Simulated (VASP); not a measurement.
A run of VASP 6.6.1 is set up as follows.

INCAR

```
SYSTEM = Al
PREC = Accurate ; ENCUT = 520
EDIFF = 1E-6 ; ISMEAR = -1
SIGMA = 0.15 ; LREAL = .False.
LASPH = .True. ; NELM = 60
ALGO = Normal ; ISIF = 2
LWAVE = .False. ; LCHARG = .False.
GGA = PS ; NBANDS = 14
```

File KPOINTS:

```
Automatic mesh
0
Gamma
  18 18 6
  0 0 0
```

File POSCAR:

```
Al
1.0
    2.8374285168      0.0000000000      0.0000000000
   -1.4187142584      2.4572851770      0.0000000000
    0.0000000000      0.0000000000      9.3264625762
Al
4
Direct
    0.0000000000      0.0000000000      0.0000000000
    0.3333333333      0.6666666667      0.2500000000
    0.0000000000      0.0000000000      0.5000000000
    0.6666666667      0.3333333333      0.7500000000
```

Potentials or basis: VASP PAW PBE potentials, release 64 (Al).

Command:

```console
$ cat potpaw_PBE.64/Al/POTCAR > POTCAR
$ mpirun -np 1 vasp_std > vasp.out
```

Problem. What does it give for the pressure?

Solution. 0.1 GPa.

Problem. Predict the band gap on the k mesh.

Solution. Zero (band 6 reaches 11.97 eV, above the bottom of band 7 at 6.55 eV).

Caveat: the PAW data sets were made with another functional, which shifts forces and pressure a little.
